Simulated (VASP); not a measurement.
# Al (I4/mmm) in VASP: a series of runs

Runs on Al. Level: LDA. Tasks: single point.

Program: VASP 6.6.1. These are calculated values, not measurements. Logs are shortened: lines on timing, memory, paths and dates and some standing lists are left out, and cuts for length are marked.

## Step 1: The cell of the first run

Symmetry: I4/mmm, No. 139, tetragonal system. Conventional cell: a = 2.914 Å, b = 2.914 Å, c = 3.842 Å, α = 90.00°, β = 90.00°, γ = 90.00°. Al (site symmetry 4/mmm) has 14 Al at 2.82 to 3.84 Å within 3.9 Å.

## Step 2: Single point, LDA

Input file INCAR:

```
PREC = Accurate
ENCUT = 520
EDIFF = 1E-7
ISMEAR = 0
SIGMA = 0.1
LREAL = F
LASPH = T
NELM = 80
ALGO = Fast
ISIF = 2
LWAVE = F
LCHARG = F
NBANDS = 10
```

Input file KPOINTS:

```
Automatic mesh
0
Gamma
  9 9 18
```

Input file POSCAR:

```
Al
1.0
    4.1210459609      0.0000000000      0.0000000001
    0.0000000000      4.1210459609      0.0000000000
   -2.0605229805      0.0000000000      1.9208948599
Al
2
Direct
    0.0000000000      0.0000000000      0.0000000000
    0.5000000000      0.5000000000      0.0000000000
```

Potentials or basis: VASP PAW LDA potentials, release 64 (Al).

Started as:

```sh
$ cat potpaw_LDA.64/Al/POTCAR > POTCAR
$ mpirun -np 1 vasp_std > vasp.out
```

OUTCAR:

```text
PREC = Accurate
   ENCUT = 520
   EDIFF = 1E-7
   ISMEAR = 0
   LREAL = F
   LASPH = T
   NELM = 80
   ISIF = 2

 ion  position               nearest neighbor table
   1  0.000  0.000  0.000-   2 2.82   2 2.82   2 2.82   2 2.82   2 2.91   2 2.91   2 2.91   2 2.91

   2  0.500  0.500  0.000-   1 2.82   1 2.82   1 2.82   1 2.82   1 2.91   1 2.91   1 2.91   1 2.91

  LATTYP: Found a base centered orthorhombic cell.
 ALAT       =     3.8417897199
 B/A-ratio  =     1.0726891010
 C/A-ratio  =     1.0726891010

  Lattice vectors:

 A1 = (  -2.0605229805,   0.0000000000,   1.9208948599)
 A2 = (   2.0605229804,   0.0000000000,   1.9208948600)
 A3 = (   0.0000000000,   4.1210459609,   0.0000000000)

Analysis of symmetry for initial positions (statically):
=====================================================================
 Subroutine PRICEL returns following result:

  LATTYP: Found a body centered tetragonal cell.
 ALAT       =     2.9140195445
 C/A-ratio  =     1.3183815898

  Lattice vectors:

 A1 = (   0.0000000001,   2.0605229805,  -1.9208948600)
 A2 = (   0.0000000001,  -2.0605229805,  -1.9208948600)
 A3 = (  -2.0605229805,   0.0000000000,   1.9208948599)

   2 primitive cells build up your supercell.

 Routine SETGRP: Setting up the symmetry group for a
 base centered orthorhombic supercell.

 Subroutine GETGRP returns: Found  8 space group operations
 (whereof  8 operations were pure point group operations)
 out of a pool of  8 trial point group operations.

The static configuration has the point symmetry D_2h.

Analysis of symmetry for dynamics (positions and initial velocities):
=====================================================================
 Subroutine PRICEL returns following result:

  LATTYP: Found a body centered tetragonal cell.
 ALAT       =     2.9140195445
 C/A-ratio  =     1.3183815898

  Lattice vectors:

 A1 = (   0.0000000001,   2.0605229805,  -1.9208948600)
 A2 = (   0.0000000001,  -2.0605229805,  -1.9208948600)
 A3 = (  -2.0605229805,   0.0000000000,   1.9208948599)

   2 primitive cells build up your supercell.

 Routine SETGRP: Setting up the symmetry group for a
 base centered orthorhombic supercell.

 Subroutine GETGRP returns: Found  8 space group operations
 (whereof  8 operations were pure point group operations)
 out of a pool of  8 trial point group operations.

[... 100 lines left out ...]
   EDIFFG = 0.1E-05   stopping-criterion for IOM
   NSW    =      0    number of steps for IOM
   IBRION =     -1    ionic relax: 0-MD 1-quasi-New 2-CG
   NFREE  =      0    steps in history (QN), initial steepest desc. (CG)
   ISIF   =      2    stress and relaxation
   ISYM   =      2    0-nonsym 1-usesym 2-fastsym
   POTIM  = 0.5000    time-step for ionic-motion
   TEBEG  =    0.0;   TEEND  =   0.0 temperature during run
   PSTRESS=    0.0 pullay stress
   NELECT =       6.0000    total number of electrons
   NUPDOWN=      -1.0000    fix difference up-down
   EMIN   =  10.00;   EMAX   =-10.00  energy-range for DOS
   EFERMI =   0.00;   METHOD = LEGACY
   ISMEAR =     0;   SIGMA  =   0.10  broadening in eV -4-tet -1-fermi 0-gaus
   EFERMI_NEDOS =   21; number of points for ismear=-14 and -15
   IALGO  =     68    algorithm
   IMIX   =      4    mixing-type and parameters
     AMIX     =   0.40;   BMIX     =  1.00
     AMIX_MAG =   1.60;   BMIX_MAG =  1.00
  volume/ion in A,a.u.               =      16.31       110.07
  Fermi-wavevector in a.u.,A,eV,Ry     =   0.931006  1.759346 11.793148  0.866772
  Thomas-Fermi vector in A             =   2.057454
   LORBIT       =      0    0 simple, 1 ext, 2 COOP (PROOUT), +10 PAW based schemes
   GGA     = CA    functional components
   LHFCALC =     F    Hartree Fock is set to
   AEXX    =    0.0000 exact exchange contribution
   IVDW    =     0    specifies the selected vdW correction
   LEPSILON=     F    determine dielectric tensor
   LRPA    =     F    only Hartree local field effects (RPA)
 non-spin polarized calculation
 RMM-DIIS sequential band-by-band and
 Gauss-broadening in eV      SIGMA  =   0.10
  energy-cutoff  :      520.00
  volume of cell :       32.62
 maximum number of plane-waves:       891
   NGX = 15   NGY = 15   NGZ = 11

 number of electron       6.0000000 magnetization

 Free energy of the ion-electron system (eV)
  ---------------------------------------------------
  ext. energy  EPLUGINS =         0.00000000
  ---------------------------------------------------
  free energy    TOTEN  =        -8.35731317 eV

  energy without entropy =       -8.35302146  energy(sigma->0) =       -8.35516731

 E-fermi :   7.8636     XC(G=0): -10.3865

 val. band max:        7.8511104447   @ k =   0.1111   0.0000   0.1667
 cond. band min:       7.8662769500   @ k =  -0.0000   0.3333   0.3333
 fundamental gap:      0.0151665053
 Fermi energy:         7.8635640150

 k-point     1 :       0.0000    0.0000    0.0000
  band No.  band energies     occupation
      1      -3.2683      2.00000
      2       4.6597      2.00000
      3       5.8154      2.00000
      4      13.5416      0.00000
      5      13.7424      0.00000
      6      14.2164      0.00000
      7      17.4229      0.00000
      8      20.3584      0.00000
      9      20.3584      0.00000
     10      21.1060      0.00000
[... 287 lines left out ...]
 k-point    24 :       0.3333    0.4444    0.0000
  band No.  band energies     occupation
      1       0.4767      2.00000
      2       1.4140      2.00000
      3       6.4297      2.00000
      4       7.3344      2.00000
      5      15.8610      0.00000
      6      16.8588      0.00000
      7      17.6356      0.00000
      8      18.2736      0.00000
      9      19.1161      0.00000
     10      19.4600      0.00000

 [... further k-points ...]

------------------------ aborting loop because EDIFF is reached ----------------------------------------

  FORCE on cell =-STRESS in cart. coord.  units (eV):
  Direction    XX          YY          ZZ          XY          YZ          ZX
  --------------------------------------------------------------------------------------
  -------------------------------------------------------------------------------------
  Total       -0.6392382     -0.6392316      0.0184422      0.0000000      0.0000000     -0.0000000
  in kB      -31.3945889    -31.3942663      0.9057405      0.0000000      0.0000000     -0.0000000
  external PRESSURE =     -20.6277049 kB  Pullay stress =       0.0000000 kB

 VOLUME and BASIS-vectors are now :
 -----------------------------------------------------------------------------
  energy-cutoff  :      520.00
  volume of cell :       32.62
      direct lattice vectors                 reciprocal lattice vectors
     4.121045961  0.000000000  0.000000000     0.242656842  0.000000000  0.260295350
     0.000000000  4.121045961  0.000000000     0.000000000  0.242656842  0.000000000
    -2.060522981  0.000000000  1.920894860    -0.000000000  0.000000000  0.520590700

 POSITION                                       TOTAL-FORCE (eV/Angst)
 -----------------------------------------------------------------------------------
      0.00000      0.00000      0.00000         0.000000      0.000000     -0.000000
      2.06052      2.06052      0.00000        -0.000000      0.000000      0.000000
 -----------------------------------------------------------------------------------
    total drift:                               -0.000000      0.000000      0.000000

  FREE ENERGIE OF THE ION-ELECTRON SYSTEM (eV)
  ---------------------------------------------------
  free  energy   TOTEN  =        -8.3573131720 eV

  energy  without entropy=       -8.3530214563  energy(sigma->0) =       -8.35516731
```

OSZICAR:

```text
N       E                     dE             d eps       ncg     rms          rms(c)
DAV:   1    -0.107571426691E+01   -0.10757E+01   -0.21937E+03  5056   0.443E+02
DAV:   2    -0.826525294174E+01   -0.71895E+01   -0.69077E+01  6550   0.555E+01
DAV:   3    -0.841458572320E+01   -0.14933E+00   -0.14849E+00  6554   0.626E+00
DAV:   4    -0.841512829295E+01   -0.54257E-03   -0.54253E-03  6028   0.428E-01
DAV:   5    -0.841513101446E+01   -0.27215E-05   -0.27215E-05  6018   0.293E-02    0.194E+00
RMM:   6    -0.837996826255E+01    0.35163E-01   -0.39666E-03  5052   0.315E-01    0.111E+00
RMM:   7    -0.835735016484E+01    0.22618E-01   -0.10126E-02  5250   0.497E-01    0.169E-01
RMM:   8    -0.835730580753E+01    0.44357E-04   -0.53662E-04  5431   0.145E-01    0.450E-02
RMM:   9    -0.835731318502E+01   -0.73775E-05   -0.67565E-05  5644   0.636E-02    0.150E-02
RMM:  10    -0.835731322456E+01   -0.39535E-07   -0.96105E-06  5738   0.193E-02    0.164E-02
RMM:  11    -0.835731314488E+01    0.79674E-07   -0.13895E-06  5823   0.864E-03    0.807E-03
RMM:  12    -0.835731317202E+01   -0.27139E-07   -0.26033E-07  5534   0.335E-03
   1 F= -.83573132E+01 E0= -.83551673E+01  d E =-.429172E-02
```

stdout:

```text
POSCAR found type information on POSCAR Al
 POSCAR found :  1 types and       2 ions
 scaLAPACK will be used
 LDA part: xc-table for (Slater(with rela. corr.)+CA(PZ))
 , standard interpolation
 POSCAR, INCAR and KPOINTS ok, starting setup
 FFT: planning ... GRIDC
 FFT: planning ... GRID_SOFT
 FFT: planning ... GRID
 WAVECAR not read
 entering main loop
```

Wall time 38 s (1 thread of Intel Xeon Platinum 8488C (Sapphire Rapids), shared host); peak memory 0.18 GiB.

What came out:

| Quantity | Value |
| --- | --- |
| Free energy | -8.3573 eV |
| Pressure | -2.1 GPa |
| Band gap on the k mesh | zero (bands 3 and 4 overlap by 10.00 eV) |

Stress tensor (GPa, compression positive):
```
-3.14  0.00  0.00
 0.00 -3.14  0.00
 0.00  0.00  0.09
```

Levels at points of the mesh, in eV from the Fermi level:
```tsv
k point	band 1	band 2	band 3	band 4	band 5	band 6
(0.00, 0.00, 0.00)	-11.13	-3.20	-2.05	5.68	5.88	6.35
(0.00, 0.00, 0.50)	-3.20	-2.15	-2.05	-0.58	4.79	4.79
```

(Part 1 of 2 ends here.)
